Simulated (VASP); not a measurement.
# MgO in VASP: further runs

MgO is run at these levels: PBE; tasks: single point.

All numbers are computed with VASP 6.6.1; they aren't measurements. Logs are shortened: lines on timing, memory, paths and dates and some standing lists are left out, and cuts for length are marked.

## 1. The cell of the first run

The cell holds a wire or tube with vacuum around it, 20 atoms: a = 17.400 Å, b = 17.900 Å, c = 3.302 Å, α = 90.00°, β = 90.00°, γ = 90.00°.

## 2. Single point, PBE

The input, INCAR:

```
PREC = Accurate
ENCUT = 520
EDIFF = 1E-7
ISMEAR = 0
SIGMA = 0.05
LREAL = Auto
LASPH = T
NELM = 100
ALGO = Normal
ISIF = 2
LWAVE = F
LCHARG = T
GGA = PE
LELF = T
LVHAR = T
NBANDS = 56
```

The input, KPOINTS:

```
Automatic mesh
0
Gamma
  1 1 14
```

The input, POSCAR:

```
MgO
1.0
   17.4000000000      0.0000000000      0.0000000000
    0.0000000000     17.9000000000      0.0000000000
    0.0000000000      0.0000000000      3.3016081898
Mg O
10 10
Direct
    0.7558182020      0.5528569593      0.5000000000
    0.6749999576      0.6889281725      1.0000000000
    0.5273376774      0.7528352452      0.5000000000
    0.3692333336      0.7201678479      1.0000000000
    0.2610774118      0.6034038158      0.5000000000
    0.2441817980      0.4471430407      1.0000000000
    0.3250000424      0.3110718275      0.5000000000
    0.4726623226      0.2471647548      1.0000000000
    0.6307666664      0.2798321521      0.5000000000
    0.7389225882      0.3965961842      1.0000000000
    0.7389225882      0.6034038158      1.0000000000
    0.6307666664      0.7201678479      0.5000000000
    0.4726623226      0.7528352452      1.0000000000
    0.3250000424      0.6889281725      0.5000000000
    0.2441817980      0.5528569593      1.0000000000
    0.2610774118      0.3965961842      0.5000000000
    0.3692333336      0.2798321521      1.0000000000
    0.5273376774      0.2471647548      0.5000000000
    0.6749999576      0.3110718275      1.0000000000
    0.7558182020      0.4471430407      0.5000000000
```

Potentials or basis: VASP PAW PBE potentials, release 64 (Mg, O).

Command:

```bash
$ cat potpaw_PBE.64/Mg/POTCAR potpaw_PBE.64/O/POTCAR > POTCAR
$ mpirun -np 1 vasp_std > vasp.out
```

OUTCAR:

```text
PREC = Accurate
   ENCUT = 520
   EDIFF = 1E-7
   ISMEAR = 0
   LREAL = Auto
   LASPH = T
   NELM = 100
   ISIF = 2
   GGA = PE

 ion  position               nearest neighbor table
   1  0.756  0.553  0.500-  20 1.89  11 1.91  11 1.91   2 3.26   2 3.26  10 3.26  10 3.26
   2  0.675  0.689  0.000-  11 1.89  12 1.91  12 1.91   1 3.26   1 3.26   3 3.26   3 3.26
   3  0.527  0.753  0.500-  12 1.89  13 1.91  13 1.91   2 3.26   2 3.26   4 3.26   4 3.26
   4  0.369  0.720  0.000-  13 1.89  14 1.91  14 1.91   3 3.26   3 3.26   5 3.26   5 3.26
   5  0.261  0.603  0.500-  14 1.89  15 1.91  15 1.91   6 3.26   6 3.26   4 3.26   4 3.26
   6  0.244  0.447  0.000-  15 1.89  16 1.91  16 1.91   7 3.26   7 3.26   5 3.26   5 3.26
   7  0.325  0.311  0.500-  16 1.89  17 1.91  17 1.91   6 3.26   6 3.26   8 3.26   8 3.26
   8  0.473  0.247  0.000-  17 1.89  18 1.91  18 1.91   7 3.26   7 3.26   9 3.26   9 3.26
   9  0.631  0.280  0.500-  18 1.89  19 1.91  19 1.91   8 3.26   8 3.26  10 3.26  10 3.26
  10  0.739  0.397  0.000-  19 1.89  20 1.91  20 1.91   1 3.26   1 3.26   9 3.26   9 3.26
  11  0.739  0.603  0.000-   2 1.89   1 1.91   1 1.91
  12  0.631  0.720  0.500-   3 1.89   2 1.91   2 1.91
  13  0.473  0.753  0.000-   4 1.89   3 1.91   3 1.91
  14  0.325  0.689  0.500-   5 1.89   4 1.91   4 1.91
  15  0.244  0.553  0.000-   6 1.89   5 1.91   5 1.91
  16  0.261  0.397  0.500-   7 1.89   6 1.91   6 1.91
  17  0.369  0.280  0.000-   8 1.89   7 1.91   7 1.91
  18  0.527  0.247  0.500-   9 1.89   8 1.91   8 1.91
  19  0.675  0.311  0.000-  10 1.89   9 1.91   9 1.91
  20  0.756  0.447  0.500-   1 1.89  10 1.91  10 1.91

  LATTYP: Found a simple orthorhombic cell.
 ALAT       =     3.3016081898
 B/A-ratio  =     5.2701589649
 C/A-ratio  =     5.4216003144

  Lattice vectors:

 A1 = (   0.0000000000,   0.0000000000,   3.3016081898)
 A2 = (  17.4000000000,   0.0000000000,   0.0000000000)
 A3 = (   0.0000000000,  17.9000000000,   0.0000000000)

Analysis of symmetry for initial positions (statically):
=====================================================================
 Subroutine PRICEL returns:
 Original cell was already a primitive cell.

 Routine SETGRP: Setting up the symmetry group for a
 simple orthorhombic supercell.

 Subroutine GETGRP returns: Found  4 space group operations
 (whereof  2 operations were pure point group operations)
 out of a pool of  8 trial point group operations.

The static configuration has the point symmetry C_1h.
 The point group associated with its full space group is C_2h.

Analysis of symmetry for dynamics (positions and initial velocities):
=====================================================================
 Subroutine PRICEL returns:
 Original cell was already a primitive cell.

 Routine SETGRP: Setting up the symmetry group for a
 simple orthorhombic supercell.

 Subroutine GETGRP returns: Found  4 space group operations
 (whereof  2 operations were pure point group operations)
 out of a pool of  8 trial point group operations.

The dynamic configuration has the point symmetry C_1h.
 The point group associated with its full space group is C_2h.

 Subroutine INISYM returns: Found  4 space group operations
 (whereof  2 operations are pure point group operations),
 and found     1 'primitive' translations

----------------------------------------------------------------------------------------

                                     Primitive cell

  volume of cell :    1028.3189

  direct lattice vectors                    reciprocal lattice vectors
    17.400000000  0.000000000  0.000000000     0.057471264  0.000000000  0.000000000
     0.000000000 17.900000000  0.000000000     0.000000000  0.055865922  0.000000000
     0.000000000  0.000000000  3.301608190     0.000000000  0.000000000  0.302882699

  length of vectors
    17.400000000 17.900000000  3.301608190     0.057471264  0.055865922  0.302882699

  position of ions in fractional coordinates (direct lattice)
     0.755818202  0.552856959  0.500000000
     0.674999958  0.688928172  0.000000000
     0.527337677  0.752835245  0.500000000
     0.369233334  0.720167848  0.000000000
     0.261077412  0.603403816  0.500000000
     0.244181798  0.447143041  0.000000000
[... 12 lines left out ...]
     0.674999958  0.311071828  0.000000000
     0.755818202  0.447143041  0.500000000

  ion indices of the primitive-cell ions
   primitive index   ion index
                 1           1
                 2           2
                 3           3
                 4           4
                 5           5
                 6           6
[... 12 lines left out ...]
                19          19
                20          20

----------------------------------------------------------------------------------------

 KPOINTS: Automatic mesh

Automatic generation of k-mesh.
 Grid dimensions read from file:
 generate k-points for:    1    1   14

 Generating k-lattice:

  Cartesian coordinates                     Fractional coordinates (reciprocal lattice)
     0.057471264  0.000000000  0.000000000     1.000000000  0.000000000  0.000000000
     0.000000000  0.055865922  0.000000000     0.000000000  1.000000000  0.000000000
     0.000000000  0.000000000  0.021634479     0.000000000  0.000000000  0.071428571

  Length of vectors
     0.057471264  0.055865922  0.021634479

  Shift w.r.t. Gamma in fractional coordinates (k-lattice)
     0.000000000  0.000000000  0.000000000

 Subroutine IBZKPT returns following result:
 ===========================================

 Found      8 irreducible k-points:

 Following reciprocal coordinates:
            Coordinates               Weight
  0.000000  0.000000  0.000000      1.000000
  0.000000  0.000000  0.071429      2.000000
  0.000000  0.000000  0.142857      2.000000
  0.000000  0.000000  0.214286      2.000000
  0.000000  0.000000  0.285714      2.000000
  0.000000  0.000000  0.357143      2.000000
  0.000000  0.000000  0.428571      2.000000
  0.000000  0.000000  0.500000      1.000000
   k-points           NKPTS =      8   k-points in BZ     NKDIM =      8   number of bands    NBANDS=     56
   number of dos      NEDOS =    301   number of ions     NIONS =     20
   total plane-waves  NPLWV = 548800
   dimension x,y,z NGX =   140 NGY =  140 NGZ =   28
   dimension x,y,z NGXF=   280 NGYF=  280 NGZF=   56
   ions per type =              10  10
   NGX,Y,Z   is equivalent  to a cutoff of  13.38, 13.00, 14.10 a.u.
   NGXF,Y,Z  is equivalent  to a cutoff of  26.75, 26.00, 28.20 a.u.
 SYSTEM =  unknown system
   PREC   = accura    normal or accurate (medium, high low for compatibility)
   ISTART =      0    job   : 0-new  1-cont  2-samecut
   ICHARG =      2    charge: 1-file 2-atom 10-const
   ISPIN  =      1    spin polarized calculation?
   LNONCOLLINEAR =      F non collinear calculations
   LSORBIT =      F    spin-orbit coupling
   LASPH  =      T    aspherical Exc in radial PAW
   ENCUT  =  520.0 eV  38.22 Ry    6.18 a.u.  32.35 33.28  6.14*2*pi/ulx,y,z
   NELM   =    100;   NELMIN=  2; NELMDL= -5     # of ELM steps
   EDIFF  = 0.1E-06   stopping-criterion for ELM
   LREAL  =      T    real-space projection
   EDIFFG = 0.1E-05   stopping-criterion for IOM
   NSW    =      0    number of steps for IOM
   IBRION =     -1    ionic relax: 0-MD 1-quasi-New 2-CG
   NFREE  =      0    steps in history (QN), initial steepest desc. (CG)
   ISIF   =      2    stress and relaxation
   ISYM   =      2    0-nonsym 1-usesym 2-fastsym
   POTIM  = 0.5000    time-step for ionic-motion
   TEBEG  =    0.0;   TEEND  =   0.0 temperature during run
   PSTRESS=    0.0 pullay stress
   NELECT =      80.0000    total number of electrons
   NUPDOWN=      -1.0000    fix difference up-down
   EMIN   =  10.00;   EMAX   =-10.00  energy-range for DOS
   EFERMI =   0.00;   METHOD = LEGACY
   ISMEAR =     0;   SIGMA  =   0.05  broadening in eV -4-tet -1-fermi 0-gaus
   EFERMI_NEDOS =   21; number of points for ismear=-14 and -15
   IALGO  =     38    algorithm
   IMIX   =      4    mixing-type and parameters
     AMIX     =   0.40;   BMIX     =  1.00
     AMIX_MAG =   1.60;   BMIX_MAG =  1.00
  volume/ion in A,a.u.               =      51.42       346.97
  Fermi-wavevector in a.u.,A,eV,Ry     =   0.698869  1.320670  6.645322  0.488417
  Thomas-Fermi vector in A             =   1.782591
   LORBIT       =      0    0 simple, 1 ext, 2 COOP (PROOUT), +10 PAW based schemes
   GGA     = PE    functional components
   LHFCALC =     F    Hartree Fock is set to
   AEXX    =    0.0000 exact exchange contribution
   IVDW    =     0    specifies the selected vdW correction
   LEPSILON=     F    determine dielectric tensor
   LRPA    =     F    only Hartree local field effects (RPA)
 non-spin polarized calculation
 Gauss-broadening in eV      SIGMA  =   0.05
  energy-cutoff  :      520.00
  volume of cell :     1028.32
 maximum number of plane-waves:     27820
 NGX is ok and might be reduce to   140
   NGX = 65   NGY = 67   NGZ = 13

 number of electron      80.0000033 magnetization

 Free energy of the ion-electron system (eV)
  ---------------------------------------------------
  ext. energy  EPLUGINS =         0.00000000
  ---------------------------------------------------
  free energy    TOTEN  =      -109.17195007 eV

  energy without entropy =     -109.17195007  energy(sigma->0) =     -109.17195007

 E-fermi :  -3.6358     XC(G=0):  -3.3391

 val. band max:       -3.8726050358   @ k =   0.0000   0.0000   0.2857
 cond. band min:      -0.7151545812   @ k =   0.0000   0.0000   0.0000
 fundamental gap:      3.1574504547
 Fermi energy:        -3.6358259859

 k-point     1 :       0.0000    0.0000    0.0000
  band No.  band energies     occupation
      1     -19.3047      2.00000
      2     -19.2644      2.00000
      3     -19.2641      2.00000
      4     -19.1572      2.00000
      5     -19.1570      2.00000
      6     -19.0215      2.00000
[... 44 lines left out ...]
     51       1.7751      0.00000
     52       1.8745      0.00000
[... 383 lines left out ...]
     51       3.3547      0.00000
     52       3.3547      0.00000
 [bands above 52 left out]

------------------------ aborting loop because EDIFF is reached ----------------------------------------

  FORCE on cell =-STRESS in cart. coord.  units (eV):
  Direction    XX          YY          ZZ          XY          YZ          ZX
  --------------------------------------------------------------------------------------
  -------------------------------------------------------------------------------------
  Total        1.4370026      1.4246089      1.3975095      0.0088703      0.0000000      0.0000000
  in kB        2.2389290      2.2196190      2.1773966      0.0138204      0.0000000      0.0000000
  external PRESSURE =       2.2119815 kB  Pullay stress =       0.0000000 kB

 VOLUME and BASIS-vectors are now :
 -----------------------------------------------------------------------------
  energy-cutoff  :      520.00
  volume of cell :     1028.32
      direct lattice vectors                 reciprocal lattice vectors
    17.400000000  0.000000000  0.000000000     0.057471264  0.000000000  0.000000000
     0.000000000 17.900000000  0.000000000     0.000000000  0.055865922  0.000000000
     0.000000000  0.000000000  3.301608190     0.000000000  0.000000000  0.302882699

 POSITION                                       TOTAL-FORCE (eV/Angst)
 -----------------------------------------------------------------------------------
     13.15124      9.89614      1.65080        -0.299506      0.128841      0.000000
     11.74500     12.33181      0.00000        -0.318634     -0.074282      0.000000
      9.17568     13.47575      1.65080        -0.216731     -0.246152      0.000000
      6.42466     12.89100      0.00000        -0.032700     -0.326772      0.000000
      4.54275     10.80093      1.65080         0.167903     -0.281689      0.000000
      4.24876      8.00386      0.00000         0.299506     -0.128841      0.000000
[... 12 lines left out ...]
     11.74500      5.56819      0.00000         0.086201     -0.377938      0.000000
     13.15124      8.00386      1.65080         0.290037     -0.255826      0.000000
 -----------------------------------------------------------------------------------
    total drift:                                0.000000      0.000000     -0.000000

  FREE ENERGIE OF THE ION-ELECTRON SYSTEM (eV)
  ---------------------------------------------------
  free  energy   TOTEN  =      -109.1719500685 eV

  energy  without entropy=     -109.1719500685  energy(sigma->0) =     -109.17195007
```

Wall time 17 min (1 thread of Intel Xeon 6975P-C (Granite Rapids), shared host); peak memory 1.2 GiB.

What came out:

- Free energy: -109.1720 eV
- Largest force: 0.392 eV/Å
- Band gap on the k mesh: 3.16 eV (least direct gap 3.26 eV)

Forces on the atoms (eV/Å):
```
Mg  -0.300  0.129  0.000
Mg  -0.319 -0.074  0.000
Mg  -0.217 -0.246  0.000
Mg  -0.033 -0.327  0.000
Mg   0.168 -0.282  0.000
Mg   0.300 -0.129  0.000
Mg   0.319  0.074  0.000
Mg   0.217  0.246  0.000
Mg   0.033  0.327  0.000
Mg  -0.168  0.282  0.000
O    0.389 -0.036  0.000
O    0.336  0.201  0.000
O    0.157  0.357  0.000
O   -0.086  0.378  0.000
O   -0.290  0.256  0.000
O   -0.389  0.036  0.000
O   -0.336 -0.201  0.000
O   -0.157 -0.357  0.000
O    0.086 -0.378  0.000
O    0.290 -0.256  0.000
```

Levels at points of the mesh, in eV from the valence-band top:
| k point | band 36 | band 37 | band 38 | band 39 | band 40 | band 41 | band 42 | band 43 | band 44 | band 45 |
| --- | --- | --- | --- | --- | --- | --- | --- | --- | --- | --- |
| (0.00, 0.00, 0.00) | -0.40 | -0.38 | -0.20 | -0.20 | -0.11 | 3.16 | 3.62 | 3.64 | 4.09 | 4.31 |
| (0.00, 0.00, 0.50) | -0.15 | -0.15 | -0.15 | -0.14 | -0.14 | 6.90 | 6.90 | 6.98 | 6.98 | 7.04 |

(Part 1 of 2 ends here.)
